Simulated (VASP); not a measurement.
# TiO (P6_3/mmc) in VASP: notebook

The runs below take TiO through single point, with r2SCAN.

All numbers are computed with VASP 6.6.1; they aren't measurements. Logs are shortened: lines on timing, memory, paths and dates and some standing lists are left out, and cuts for length are marked.

## (1) The cell of the first run

The structure is hexagonal, space group P6_3/mmc (No. 194). Conventional cell: a = 2.826 Å, b = 2.826 Å, c = 5.541 Å, α = 90.00°, β = 90.00°, γ = 120.00°. Ti (site symmetry -6m2) has 6 O at 2.14 Å and 6 Ti at 2.83 Å within 2.9 Å. O (site symmetry -3m) has 6 Ti at 2.14 Å and 8 O at 2.77 to 2.83 Å within 2.9 Å.

## (2) Single point, r2SCAN

POSCAR

```
TiO
1.0
   -2.8263326894      0.0000000000      0.0000000000
    1.4131663447     -2.4476759085      0.0000000000
    0.0000000000      0.0000000000     11.0822953762
Ti O
4 4
Direct
    0.6666666667      0.3333333333      0.1250000000
    0.6666666667      0.3333333333      0.6250000000
    0.3333333333      0.6666666667      0.3750000000
    0.3333333333      0.6666666667      0.8750000000
    1.0000000000      1.0000000000      0.0000000000
    1.0000000000      1.0000000000      0.5000000000
    1.0000000000      1.0000000000      0.2500000000
    1.0000000000      1.0000000000      0.7500000000
```

INCAR.step1

```
SYSTEM = TiO
  PREC = Accurate
  ENCUT = 660
  ISMEAR = 0
  SIGMA = 0.15
  LREAL = .FALSE.
  LASPH = .TRUE.
  NELM = 120
  NBANDS = 46
  GGA = PE
  ALGO = Normal
  EDIFF = 1E-5
  LWAVE = .TRUE.
  LCHARG = .FALSE.
  GGA_COMPAT = .FALSE.
```

INCAR.step2

```
SYSTEM = TiO
  PREC = Accurate
  ENCUT = 660
  EDIFF = 1E-6
  ISMEAR = 0
  SIGMA = 0.15
  LREAL = .FALSE.
  LASPH = .TRUE.
  NELM = 120
  ALGO = Normal
  ISIF = 2
  LWAVE = .FALSE.
  LCHARG = .FALSE.
  METAGGA = R2SCAN
  LMIXTAU = .TRUE.
  NBANDS = 46
  ISTART = 1
  GGA_COMPAT = .FALSE.
```

KPOINTS

```
Automatic mesh
0
G
  19 19 5
  0 0 0
```

Potentials or basis: VASP PAW PBE potentials, release 64 (Ti_sv, O).

Run with:

```sh
> cat potpaw_PBE.64/Ti_sv/POTCAR potpaw_PBE.64/O/POTCAR > POTCAR
> cp INCAR.step1 INCAR
> mpirun -np 1 vasp_std > vasp.out
> cp INCAR.step2 INCAR
> mpirun -np 1 vasp_std > vasp.out
```

OUTCAR:

```text
SYSTEM = TiO
   PREC = Accurate
   ENCUT = 660
   EDIFF = 1E-6
   ISMEAR = 0
   LREAL = .FALSE.
   LASPH = .TRUE.
   NELM = 120
   ISIF = 2
   METAGGA = R2SCAN
   ISTART = 1

 ion  position               nearest neighbor table
   1  0.667  0.333  0.125-   5 2.14   7 2.14   5 2.14   7 2.14   5 2.14   7 2.14
   2  0.667  0.333  0.625-   6 2.14   8 2.14   6 2.14   8 2.14   6 2.14   8 2.14
   3  0.333  0.667  0.375-   6 2.14   7 2.14   6 2.14   7 2.14   6 2.14   7 2.14
   4  0.333  0.667  0.875-   5 2.14   8 2.14   5 2.14   8 2.14   5 2.14   8 2.14
   5  0.000  0.000  0.000-   1 2.14   4 2.14   4 2.14   1 2.14   1 2.14   4 2.14
   6  0.000  0.000  0.500-   2 2.14   3 2.14   3 2.14   2 2.14   2 2.14   3 2.14
   7  0.000  0.000  0.250-   1 2.14   3 2.14   3 2.14   1 2.14   1 2.14   3 2.14
   8  0.000  0.000  0.750-   2 2.14   4 2.14   4 2.14   2 2.14   2 2.14   4 2.14
[... 7 lines left out ...]
 A1 = (  -2.8263326894,   0.0000000000,   0.0000000000)
 A2 = (   1.4131663447,  -2.4476759085,   0.0000000000)
 A3 = (   0.0000000000,   0.0000000000,  11.0822953762)

Analysis of symmetry for initial positions (statically):
=====================================================================
 Subroutine PRICEL returns following result:

  LATTYP: Found a hexagonal cell.
 ALAT       =     2.8263326894
 C/A-ratio  =     1.9605433249

  Lattice vectors:

 A1 = (  -2.8263326894,   0.0000000000,   0.0000000000)
 A2 = (   1.4131663447,  -2.4476759085,   0.0000000000)
 A3 = (   0.0000000000,   0.0000000000,   5.5411476881)

   2 primitive cells build up your supercell.

 Routine SETGRP: Setting up the symmetry group for a
 hexagonal supercell.

 Subroutine GETGRP returns: Found 24 space group operations
 (whereof 12 operations were pure point group operations)
 out of a pool of 24 trial point group operations.

The static configuration has the point symmetry D_3d.
 The point group associated with its full space group is D_6h.

Analysis of symmetry for dynamics (positions and initial velocities):
=====================================================================
 Subroutine PRICEL returns following result:

  LATTYP: Found a hexagonal cell.
 ALAT       =     2.8263326894
 C/A-ratio  =     1.9605433249

  Lattice vectors:

 A1 = (  -2.8263326894,   0.0000000000,   0.0000000000)
 A2 = (   1.4131663447,  -2.4476759085,   0.0000000000)
 A3 = (   0.0000000000,   0.0000000000,   5.5411476881)

   2 primitive cells build up your supercell.

 Routine SETGRP: Setting up the symmetry group for a
 hexagonal supercell.

 Subroutine GETGRP returns: Found 24 space group operations
[... 116 lines left out ...]
   POTIM  = 0.5000    time-step for ionic-motion
   TEBEG  =    0.0;   TEEND  =   0.0 temperature during run
   PSTRESS=    0.0 pullay stress
   NELECT =      72.0000    total number of electrons
   NUPDOWN=      -1.0000    fix difference up-down
   EMIN   =  10.00;   EMAX   =-10.00  energy-range for DOS
   EFERMI =   0.00;   METHOD = LEGACY
   ISMEAR =     0;   SIGMA  =   0.15  broadening in eV -4-tet -1-fermi 0-gaus
   EFERMI_NEDOS =   21; number of points for ismear=-14 and -15
   IALGO  =     38    algorithm
   IMIX   =      4    mixing-type and parameters
     AMIX     =   0.40;   BMIX     =  1.00
     AMIX_MAG =   1.60;   BMIX_MAG =  1.00
  volume/ion in A,a.u.               =       9.58        64.67
  Fermi-wavevector in a.u.,A,eV,Ry     =   1.603184  3.029578 34.969678  2.570199
  Thomas-Fermi vector in A             =   2.699887
   LORBIT       =      0    0 simple, 1 ext, 2 COOP (PROOUT), +10 PAW based schemes
   METAGGA = R2SCAN    functional components
   LHFCALC =     F    Hartree Fock is set to
   AEXX    =    0.0000 exact exchange contribution
   IVDW    =     0    specifies the selected vdW correction
   LEPSILON=     F    determine dielectric tensor
   LRPA    =     F    only Hartree local field effects (RPA)
 non-spin polarized calculation
 Gauss-broadening in eV      SIGMA  =   0.15
  energy-cutoff  :      660.00
  volume of cell :       76.67
 maximum number of plane-waves:      2988
 NGX is ok and might be reduce to    24
   NGX = 11   NGY = 11   NGZ = 47

 number of electron      72.0000018 magnetization

 Free energy of the ion-electron system (eV)
  ---------------------------------------------------
  ext. energy  EPLUGINS =         0.00000000
  ---------------------------------------------------
  free energy    TOTEN  =       -97.32612138 eV

  energy without entropy =      -97.31811828  energy(sigma->0) =      -97.32211983

 E-fermi :  11.6731     XC(G=0): -13.7330

 val. band max:       11.6572457303   @ k =   0.0526   0.0000   0.2000
 cond. band min:      11.7279411122   @ k =   0.0000   0.0000   0.4000
 fundamental gap:      0.0706953819
 Fermi energy:        11.6730848487

 k-point     1 :       0.0000    0.0000    0.0000
  band No.  band energies     occupation
      1     -48.5128      2.00000
      2     -48.4894      2.00000
      3     -48.4894      2.00000
      4     -48.4660      2.00000
      5     -24.2368      2.00000
      6     -23.9820      2.00000
[... 1165 lines left out ...]
     45      14.0116      0.00000
     46      14.0542      0.00000

 [... further k-points ...]

------------------------ aborting loop because EDIFF is reached ----------------------------------------

  FORCE on cell =-STRESS in cart. coord.  units (eV):
  Direction    XX          YY          ZZ          XY          YZ          ZX
  --------------------------------------------------------------------------------------
  -------------------------------------------------------------------------------------
  Total        0.7733390      0.7733390      0.8935197      0.0000000      0.0000000     -0.0000000
  in kB       16.1611996     16.1611996     18.6727285      0.0000000      0.0000000     -0.0000000
  external PRESSURE =      16.9983759 kB  Pullay stress =       0.0000000 kB

 VOLUME and BASIS-vectors are now :
 -----------------------------------------------------------------------------
  energy-cutoff  :      660.00
  volume of cell :       76.67
      direct lattice vectors                 reciprocal lattice vectors
    -2.826332689  0.000000000  0.000000000    -0.353815389 -0.204275410  0.000000000
     1.413166345 -2.447675908  0.000000000     0.000000000 -0.408550820  0.000000000
     0.000000000  0.000000000 11.082295376     0.000000000  0.000000000  0.090234014

 POSITION                                       TOTAL-FORCE (eV/Angst)
 -----------------------------------------------------------------------------------
     -1.41317     -0.81589      1.38529        -0.000000     -0.000000      0.000000
     -1.41317     -0.81589      6.92643        -0.000000     -0.000000      0.000000
      0.00000     -1.63178      4.15586         0.000000      0.000000      0.000000
      0.00000     -1.63178      9.69701         0.000000      0.000000      0.000000
      0.00000      0.00000      0.00000        -0.000000     -0.000000      0.000000
      0.00000      0.00000      5.54115        -0.000000     -0.000000      0.000000
      0.00000      0.00000      2.77057        -0.000000     -0.000000     -0.000000
      0.00000      0.00000      8.31172        -0.000000     -0.000000     -0.000000
 -----------------------------------------------------------------------------------
    total drift:                                0.000000     -0.000000     -0.000000

  FREE ENERGIE OF THE ION-ELECTRON SYSTEM (eV)
  ---------------------------------------------------
  free  energy   TOTEN  =       -97.3261213767 eV

  energy  without entropy=      -97.3181182789  energy(sigma->0) =      -97.32211983
```

OUTCAR.step1:

```text
SYSTEM = TiO
   PREC = Accurate
   ENCUT = 660
   ISMEAR = 0
   LREAL = .FALSE.
   LASPH = .TRUE.
   NELM = 120
[... 1437 lines left out ...]
      0.00000      0.00000      5.54115        -0.000000     -0.000000     -0.000000
      0.00000      0.00000      2.77057        -0.000000      0.000000     -0.000000
      0.00000      0.00000      8.31172        -0.000000      0.000000     -0.000000
 -----------------------------------------------------------------------------------
    total drift:                                0.000000     -0.000000     -0.000000

  FREE ENERGIE OF THE ION-ELECTRON SYSTEM (eV)
  ---------------------------------------------------
  free  energy   TOTEN  =       -70.6339851306 eV

  energy  without entropy=      -70.6199082110  energy(sigma->0) =      -70.62694667
```

OSZICAR.step1:

```text
N       E                     dE             d eps       ncg     rms          rms(c)
DAV:   1     0.117677163490E+04    0.11768E+04   -0.40889E+04 11048   0.234E+03
DAV:   2     0.126332007707E+03   -0.10504E+04   -0.10132E+04 11070   0.671E+02
DAV:   3    -0.658730924951E+02   -0.19221E+03   -0.18714E+03 15550   0.242E+02
DAV:   4    -0.819947965426E+02   -0.16122E+02   -0.15885E+02 16198   0.689E+01
DAV:   5    -0.828440894260E+02   -0.84929E+00   -0.84667E+00 17718   0.136E+01    0.297E+01
DAV:   6    -0.707729185279E+02    0.12071E+02   -0.82757E+01 16152   0.624E+01    0.103E+01
DAV:   7    -0.706347467740E+02    0.13817E+00   -0.80307E+00 16046   0.165E+01    0.688E+00
DAV:   8    -0.706822419189E+02   -0.47495E-01   -0.12496E+00 13084   0.582E+00    0.200E+00
DAV:   9    -0.706299472541E+02    0.52295E-01   -0.44239E-01 14690   0.309E+00    0.953E-01
DAV:  10    -0.706344617538E+02   -0.45145E-02   -0.34006E-02 14526   0.119E+00    0.403E-01
DAV:  11    -0.706341202214E+02    0.34153E-03   -0.34740E-03 16226   0.322E-01    0.156E-01
DAV:  12    -0.706339858574E+02    0.13436E-03   -0.13058E-03 13110   0.200E-01    0.303E-02
DAV:  13    -0.706339851306E+02    0.72686E-06   -0.86830E-05 12824   0.607E-02
   1 F= -.70633985E+02 E0= -.70626947E+02  d E =-.140769E-01
```

It took 46 min on 1 thread of Intel Xeon 8259CL, shared host; peak memory 0.55 GiB.

What came out:

| Property | Result |
| --- | --- |
| Free energy | -97.3261 eV |
| Pressure | 1.7 GPa |
| Band gap on the k mesh | zero (bands 36 and 37 overlap by 0.05 eV) |

Caveat: the PAW data sets were made with another functional, which shifts forces and pressure a little; semilocal functionals often make such compounds metallic where correlation or magnetic order opens a gap, which also shifts bond lengths.

## (3) Single point, r2SCAN (9.30 Å³/atom)

POSCAR

```
TiO
1.0
    2.7966326886      0.0000000000      0.0000000000
   -1.3983163443      2.4219549534      0.0000000000
    0.0000000000      0.0000000000      5.4896816893
Ti O
2 2
Direct
    0.3333333333      0.6666666667      0.2500000000
    0.6666666667      0.3333333333      0.7500000000
    0.0000000000      0.0000000000      0.0000000000
    0.0000000000      0.0000000000      0.5000000000
```

INCAR.step1

```
SYSTEM = TiO
PREC = Accurate
ENCUT = 910
ISMEAR = 0
SIGMA = 0.1
LREAL = .False.
LASPH = .True.
NELM = 120
NBANDS = 26
GGA = PE
ALGO = Normal
EDIFF = 1E-5
LWAVE = .True.
LCHARG = .False.
GGA_COMPAT = .False.
```

INCAR.step2

```
SYSTEM = TiO
PREC = Accurate
ENCUT = 910
EDIFF = 1E-6
ISMEAR = 0
SIGMA = 0.1
LREAL = .False.
LASPH = .True.
NELM = 120
ALGO = Normal
ISIF = 2
LWAVE = .False.
LCHARG = .False.
METAGGA = R2SCAN
LMIXTAU = .True.
NBANDS = 26
ISTART = 1
GGA_COMPAT = .False.
```

KPOINTS

```
Automatic mesh
0
Gamma
  18 18 8
  0 0 0
```

Potentials or basis: VASP PAW PBE potentials, release 64 (Ti_sv, O_h).

Run with:

```sh
> cat potpaw_PBE.64/Ti_sv/POTCAR potpaw_PBE.64/O_h/POTCAR > POTCAR
> cp INCAR.step1 INCAR
> mpirun -np 1 vasp_std > vasp.out
> cp INCAR.step2 INCAR
> mpirun -np 1 vasp_std > vasp.out
```

Wall time 17 min (1 thread of AMD EPYC 9R45 (Zen 5), shared host); peak memory 0.43 GiB.

Results (log left out):

```
Free energy            : -48.6267 eV
Pressure               : 9.9 GPa
Band gap on the k mesh : zero (bands 18 and 19 overlap by 0.06 eV)
```

Stress tensor (GPa, compression positive):
```
 9.73  0.00  0.00
 0.00  9.73  0.00
 0.00  0.00 10.14
```

Levels at points of the mesh, in eV from the Fermi level:
```csv
k point,band 16,band 17,band 18,band 19,band 20,band 21
"(0.00, 0.00, 0.00)",-5.81,-2.22,-0.10,-0.10,0.00,1.25
"(0.50, 0.00, 0.00)",-6.00,-2.97,-0.08,1.14,1.88,2.28
"(0.00, 0.00, 0.50)",-6.14,-0.69,-0.69,0.83,0.83,0.83
"(0.50, 0.00, 0.50)",-6.69,-1.48,-1.48,2.36,2.36,2.57
```

Caveat: the cutoff is under 1.25 times the usual one of these potentials, so pressure, stress and relaxed cells hold a basis-set (Pulay) error; the cell stands under pressure; the PAW data sets were made with another functional, which shifts forces and pressure a little; semilocal functionals often make such compounds metallic where correlation or magnetic order opens a gap, which also shifts bond lengths.

(Continued in part 2 of 2.)
